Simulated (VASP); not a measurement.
# WS2 in VASP: further runs, part 2 of 3

VASP 6.6.1. The steps go on from the part before.

## Step 4: Single point, LDA

This run uses another cell than the first one.

INCAR

```
SYSTEM = WS2
  PREC = Accurate
  ENCUT = 400
  EDIFF = 1E-6
  ISMEAR = 0
  SIGMA = 0.02
  LREAL = .FALSE.
  LASPH = .TRUE.
  NELM = 120
  ALGO = Normal
  ISIF = 2
  LWAVE = .FALSE.
  LCHARG = .TRUE.
  LDIPOL = .TRUE.
  IDIPOL = 3
  DIPOL = 0.5 0.5 0.351
  LELF = .TRUE.
  LVHAR = .TRUE.
  LVACPOTAV = .TRUE.
  NBANDS = 20
  GGA_COMPAT = .FALSE.
  NELMDL = -8
```

KPOINTS

```
Automatic mesh
0
G
  12 12 1
  0 0 0
```

POSCAR

```
WS2
1.0
    3.1254891200      0.0000000000      0.0000000000
   -1.5627445600      2.7067529772      0.0000000000
    0.0000000000      0.0000000000     30.0799999992
S W
2 1
Direct
    0.6666666667      0.3333333333      0.2995212019
    0.6666666667      0.3333333333      0.4032713513
    0.3333333333      0.6666666667      0.3513962766
```

Potentials or basis: VASP PAW LDA potentials, release 64 (S, W_sv).

Launch:

```console
$ cat potpaw_LDA.64/S/POTCAR potpaw_LDA.64/W_sv/POTCAR > POTCAR
$ mpirun -np 1 vasp_std > vasp.out
```

OUTCAR:

```text
SYSTEM = WS2
   PREC = Accurate
   ENCUT = 400
   EDIFF = 1E-6
   ISMEAR = 0
   LREAL = .FALSE.
   LASPH = .TRUE.
   NELM = 120
   ISIF = 2
   NELMDL = -8

 ion  position               nearest neighbor table
   1  0.667  0.333  0.300-   3 2.39   3 2.39   3 2.39
   2  0.667  0.333  0.403-   3 2.39   3 2.39   3 2.39
   3  0.333  0.667  0.351-   1 2.39   2 2.39   1 2.39   2 2.39   1 2.39   2 2.39

  LATTYP: Found a hexagonal cell.
 ALAT       =     3.1254891200
 C/A-ratio  =     9.6240936520

  Lattice vectors:

 A1 = (   3.1254891200,   0.0000000000,   0.0000000000)
 A2 = (  -1.5627445600,   2.7067529772,   0.0000000000)
 A3 = (   0.0000000000,   0.0000000000,  30.0799999992)

Analysis of symmetry for initial positions (statically):
=====================================================================
 Subroutine PRICEL returns:
 Original cell was already a primitive cell.

 Routine SETGRP: Setting up the symmetry group for a
 hexagonal supercell.

 Subroutine GETGRP returns: Found 12 space group operations
 (whereof  6 operations were pure point group operations)
 out of a pool of 24 trial point group operations.

The static configuration has the point symmetry C_3v.
 The point group associated with its full space group is D_3h.

Analysis of symmetry for dynamics (positions and initial velocities):
=====================================================================
 Subroutine PRICEL returns:
 Original cell was already a primitive cell.

 Routine SETGRP: Setting up the symmetry group for a
 hexagonal supercell.

 Subroutine GETGRP returns: Found 12 space group operations
 (whereof  6 operations were pure point group operations)
 out of a pool of 24 trial point group operations.

The dynamic configuration has the point symmetry C_3v.
 The point group associated with its full space group is D_3h.

 Subroutine INISYM returns: Found 12 space group operations
 (whereof  6 operations are pure point group operations),
 and found     1 'primitive' translations

----------------------------------------------------------------------------------------

                                     Primitive cell

  volume of cell :     254.4746

  direct lattice vectors                    reciprocal lattice vectors
     3.125489120  0.000000000  0.000000000     0.319949922  0.184723174  0.000000000
    -1.562744560  2.706752977  0.000000000     0.000000000  0.369446347  0.000000000
     0.000000000  0.000000000 30.079999999     0.000000000  0.000000000  0.033244681

  length of vectors
     3.125489120  3.125489120 30.079999999     0.369446347  0.369446347  0.033244681

  position of ions in fractional coordinates (direct lattice)
     0.666666667  0.333333333  0.299521202
     0.666666667  0.333333333  0.403271351
     0.333333333  0.666666667  0.351396277

  ion indices of the primitive-cell ions
   primitive index   ion index
                 1           1
                 2           2
                 3           3

----------------------------------------------------------------------------------------

 KPOINTS: Automatic mesh

Automatic generation of k-mesh.
 Grid dimensions read from file:
 generate k-points for:   12   12    1

 Generating k-lattice:

  Cartesian coordinates                     Fractional coordinates (reciprocal lattice)
     0.026662493  0.015393598  0.000000000     0.083333333 -0.000000000  0.000000000
     0.000000000  0.030787196  0.000000000     0.000000000  0.083333333  0.000000000
     0.000000000  0.000000000  0.033244681     0.000000000  0.000000000  1.000000000

  Length of vectors
     0.030787196  0.030787196  0.033244681

  Shift w.r.t. Gamma in fractional coordinates (k-lattice)
     0.000000000  0.000000000  0.000000000

 Subroutine IBZKPT returns following result:
 ===========================================

 Found     19 irreducible k-points:

 Following reciprocal coordinates:
            Coordinates               Weight
  0.000000  0.000000  0.000000      1.000000
  0.083333  0.000000  0.000000      6.000000
  0.166667  0.000000  0.000000      6.000000
  0.250000 -0.000000  0.000000      6.000000
  0.333333 -0.000000  0.000000      6.000000
  0.416667 -0.000000  0.000000      6.000000
[... 11 lines left out ...]
  0.333333  0.250000  0.000000     12.000000
  0.333333  0.333333  0.000000      2.000000
   k-points           NKPTS =     19   k-points in BZ     NKDIM =     19   number of bands    NBANDS=     20
   number of dos      NEDOS =    301   number of ions     NIONS =      3
   total plane-waves  NPLWV =  78400
   dimension x,y,z NGX =    20 NGY =   20 NGZ =  196
   dimension x,y,z NGXF=    40 NGYF=   40 NGZF=  392
   ions per type =               2   1
   NGX,Y,Z   is equivalent  to a cutoff of  10.64, 10.64, 10.83 a.u.
   NGXF,Y,Z  is equivalent  to a cutoff of  21.28, 21.28, 21.67 a.u.
 SYSTEM =  WS2
   PREC   = accura    normal or accurate (medium, high low for compatibility)
   ISTART =      0    job   : 0-new  1-cont  2-samecut
   ICHARG =      2    charge: 1-file 2-atom 10-const
   ISPIN  =      1    spin polarized calculation?
   LNONCOLLINEAR =      F non collinear calculations
   LSORBIT =      F    spin-orbit coupling
   LASPH  =      T    aspherical Exc in radial PAW
   ENCUT  =  400.0 eV  29.40 Ry    5.42 a.u.   5.10  5.10 49.05*2*pi/ulx,y,z
   NELM   =    120;   NELMIN=  2; NELMDL= -8     # of ELM steps
   EDIFF  = 0.1E-05   stopping-criterion for ELM
   LREAL  =      F    real-space projection
   EDIFFG = 0.1E-04   stopping-criterion for IOM
   NSW    =      0    number of steps for IOM
   IBRION =     -1    ionic relax: 0-MD 1-quasi-New 2-CG
   NFREE  =      0    steps in history (QN), initial steepest desc. (CG)
   ISIF   =      2    stress and relaxation
   ISYM   =      2    0-nonsym 1-usesym 2-fastsym
   POTIM  = 0.5000    time-step for ionic-motion
   TEBEG  =    0.0;   TEEND  =   0.0 temperature during run
   PSTRESS=    0.0 pullay stress
   NELECT =      26.0000    total number of electrons
   NUPDOWN=      -1.0000    fix difference up-down
   EMIN   =  10.00;   EMAX   =-10.00  energy-range for DOS
   EFERMI =   0.00;   METHOD = LEGACY
   ISMEAR =     0;   SIGMA  =   0.02  broadening in eV -4-tet -1-fermi 0-gaus
   EFERMI_NEDOS =   21; number of points for ismear=-14 and -15
   IALGO  =     38    algorithm
   IMIX   =      4    mixing-type and parameters
     AMIX     =   0.40;   BMIX     =  1.00
     AMIX_MAG =   1.60;   BMIX_MAG =  1.00
  volume/ion in A,a.u.               =      84.82       572.43
  Fermi-wavevector in a.u.,A,eV,Ry     =   0.765334  1.446272  7.969428  0.585736
  Thomas-Fermi vector in A             =   1.865432
   LORBIT       =      0    0 simple, 1 ext, 2 COOP (PROOUT), +10 PAW based schemes
   GGA     = CA    functional components
   LHFCALC =     F    Hartree Fock is set to
   AEXX    =    0.0000 exact exchange contribution
   IVDW    =     0    specifies the selected vdW correction
   LEPSILON=     F    determine dielectric tensor
   LRPA    =     F    only Hartree local field effects (RPA)
 non-spin polarized calculation
 Gauss-broadening in eV      SIGMA  =   0.02
  energy-cutoff  :      400.00
  volume of cell :      254.47
 maximum number of plane-waves:      4655
   NGX = 11   NGY = 11   NGZ = 99

 dipolmoment           0.000000      0.000000     -0.000024 electrons x Angstroem

 number of electron      26.0000003 magnetization

 dipolmoment           0.000000      0.000000      0.000012 electrons x Angstroem

 Free energy of the ion-electron system (eV)
  ---------------------------------------------------
  ext. energy  EPLUGINS =         0.00000000
  ---------------------------------------------------
  free energy    TOTEN  =       -26.15114461 eV

  energy without entropy =      -26.15114461  energy(sigma->0) =      -26.15114461

 E-fermi :  -3.1267     XC(G=0):  -2.6902

 val. band max:       -3.3015946673   @ k =   0.3333   0.3333   0.0000
 cond. band min:      -1.3034102262   @ k =   0.3333   0.3333   0.0000
 fundamental gap:      1.9981844411
 Fermi energy:        -3.1266570895

 k-point     1 :       0.0000    0.0000    0.0000
  band No.  band energies     occupation
      1     -76.7443      2.00000
      2     -41.3086      2.00000
      3     -41.0848      2.00000
      4     -41.0848      2.00000
      5     -18.2047      2.00000
      6     -16.4653      2.00000
[... 426 lines left out ...]
     19       3.9653      0.00000
     20       6.0109      0.00000

------------------------ aborting loop because EDIFF is reached ----------------------------------------

  FORCE on cell =-STRESS in cart. coord.  units (eV):
  Direction    XX          YY          ZZ          XY          YZ          ZX
  --------------------------------------------------------------------------------------
  -------------------------------------------------------------------------------------
  Total        0.1337505      0.1337505      0.1319504      0.0000000      0.0000000      0.0000000
  in kB        0.8420959      0.8420959      0.8307627      0.0000000      0.0000000      0.0000000
  external PRESSURE =       0.8383182 kB  Pullay stress =       0.0000000 kB

 VOLUME and BASIS-vectors are now :
 -----------------------------------------------------------------------------
  energy-cutoff  :      400.00
  volume of cell :      254.47
      direct lattice vectors                 reciprocal lattice vectors
     3.125489120  0.000000000  0.000000000     0.319949922  0.184723174  0.000000000
    -1.562744560  2.706752977  0.000000000     0.000000000  0.369446347  0.000000000
     0.000000000  0.000000000 30.079999999     0.000000000  0.000000000  0.033244681

 POSITION                                       TOTAL-FORCE (eV/Angst)
 -----------------------------------------------------------------------------------
      1.56274      0.90225      9.00960        -0.000000      0.000000     -0.050977
      1.56274      0.90225     12.13040         0.000000     -0.000000      0.050977
     -0.00000      1.80450     10.57000        -0.000000      0.000000     -0.000000
 -----------------------------------------------------------------------------------
    total drift:                                0.000001     -0.000000      0.000395

  FREE ENERGIE OF THE ION-ELECTRON SYSTEM (eV)
  ---------------------------------------------------
  free  energy   TOTEN  =       -26.1511446144 eV

  energy  without entropy=      -26.1511446144  energy(sigma->0) =      -26.15114461

 vacuum level on the upper side and lower side of the slab         2.633         2.633
```

stdout:

```text
POSCAR found type information on POSCAR S W
 POSCAR found :  2 types and       3 ions
 scaLAPACK will be used
 LDA part: xc-table for (Slater(with rela. corr.)+CA(PZ))
 , standard interpolation
 POSCAR, INCAR and KPOINTS ok, starting setup
 FFT: planning ... GRIDC
 FFT: planning ... GRID_SOFT
 FFT: planning ... GRID
 WAVECAR not read
 entering main loop
 -----------------------------------------------------------------------------
|                                                                             |
|           W    W    AA    RRRRR   N    N  II  N    N   GGGG   !!!           |
|           W    W   A  A   R    R  NN   N  II  NN   N  G    G  !!!           |
|           W    W  A    A  R    R  N N  N  II  N N  N  G       !!!           |
|           W WW W  AAAAAA  RRRRR   N  N N  II  N  N N  G  GGG   !            |
|           WW  WW  A    A  R   R   N   NN  II  N   NN  G    G                |
|           W    W  A    A  R    R  N    N  II  N    N   GGGG   !!!           |
|                                                                             |
|     Did not find any points to average over, which means that no vacuum     |
|     field-free region was found. Please increase the size of  your cell     |
|     in the dimension of the dipole correction to obtain accurate            |
|     workfunction values.                                                    |
|                                                                             |
 -----------------------------------------------------------------------------
```

Wall time 2.9 min (1 thread of AMD EPYC 7R13, shared host); peak memory 0.2 GiB.

Results:

```yaml
Free_energy: -26.1511 eV
Largest_force: 0.051 eV/Å
Band_gap_on_the_k_mesh: 2.00 eV
```

Forces in eV/Å, atoms in the order of the input:
```
S    0.000  0.000 -0.051
S    0.000  0.000  0.051
W    0.000  0.000  0.000
```

Levels at points of the mesh, in eV from the valence-band top:
```tsv
k point	band 10	band 11	band 12	band 13	band 14	band 15	band 16	band 17
(0.00, 0.00, 0.00)	-2.20	-1.56	-1.56	-0.16	3.06	3.06	3.25	3.25
(0.50, 0.00, 0.00)	-3.46	-2.17	-1.12	-0.92	3.07	3.48	4.11	4.95
```

Caveat: spin-orbit coupling is left out, which moves the levels of the heavy elements.

[end of part 2 of 3]
